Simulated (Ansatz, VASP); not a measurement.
# One calculation of C, two programs

```
C
1.0
     1.69742    0.00000    0.00000
     0.00000    1.69742    0.00000
     0.00000    0.00000    2.00460
C
1
Direct
  0.50000 0.50000 0.00000
```

Alike in both runs: task relaxation of cell and atoms; functional PBE; k mesh 32 × 32 × 28; occupations gaussian, width 0.1 eV; no spin polarisation.

```csv
,VASP,Ansatz
version,VASP 6.6.1,Ansatz 0.2.0
potentials or method,"VASP PAW PBE potentials, release 64 (C), cutoff 600 eV","scalar-relativistic, plane waves, PAW"
valence electrons in the cell,4,4
```

|  | VASP | Ansatz | Ansatz less VASP |
| --- | --- | --- | --- |
| gap on the k mesh at the Fermi level, each at its own relaxed structure (eV) | none | none | - |
| relaxed volume (Å³/atom) | 5.81 | 5.81 | +0.007 |
| relaxed cell length with the largest relative difference (Å) | 2.046 | 2.049 | +0.0030 |

A gap of «none» marks a metal or a gap that the smearing closes.
